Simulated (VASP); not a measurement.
Wanted: the native input for a VASP 6.6.1 run.

- Task: single point
- Functional: revPBE
- Dispersion: D4
- Potentials or basis: VASP PAW PBE potentials, release 64 (K_sv, S)
- Cutoff: 500 eV
- k mesh: 6 × 6 × 6
- Occupations: gaussian, width 0.05 eV
- Spin: no spin polarisation
- Dipole correction: no
- Further INCAR settings: ALGO = Normal; EDIFF = 1e-06; NBANDS = 19

The structure of K2S lies in POSCAR:

```
K2S
1.0
    0.0000000000      3.7265722597      3.7265722597
    3.7265722597      0.0000000000      3.7265722597
    3.7265722597      3.7265722597      0.0000000000
K S
2 1
Direct
    0.2500000000      0.2500000000      0.2500000000
    0.7500000000      0.7500000000      0.7500000000
    0.0000000000      0.0000000000      0.0000000000
```

One way to write it, as run:

INCAR

```
ALGO     = Normal         # electronic algorithm
EDIFF    = 1E-6           # SCF threshold, eV
ENCUT    = 500            # plane-wave cutoff, eV
GGA      = RE             # functional
GGA_COMPAT= F            
ISIF     = 2              # what is computed and relaxed
ISMEAR   = 0              # smearing method
IVDW     = 13             # dispersion correction
LASPH    = T              # aspherical terms in the spheres
LCHARG   = T              # write CHGCAR
LELF     = T              # ELF
LREAL    = F              # projectors in reciprocal space
LVHAR    = T            
LWAVE    = F              # write WAVECAR
NBANDS   = 19             # bands
NELM     = 120            # most SCF steps
PREC     = Accurate       # precision mode
SIGMA    = 0.05           # smearing width, eV
```

KPOINTS

```
k-points
0
Gamma
  6 6 6
```

Potentials or basis: VASP PAW PBE potentials, release 64 (K_sv, S).

Launch:

```bash
$ cat potpaw_PBE.64/K_sv/POTCAR potpaw_PBE.64/S/POTCAR > POTCAR
$ mpirun -np 1 vasp_std > vasp.out
```

It gave:

- Pressure: 0.4 GPa
- Band gap on the k mesh: 2.57 eV (least direct gap 2.74 eV)
- Dispersion energy per atom: -0.144 eV

Caveat: the PAW data sets were made with another functional, which shifts forces and pressure a little.

Wall time 57 s on 1 thread of Intel Xeon 8259CL, with other jobs on the host, peak memory 0.24 GiB.
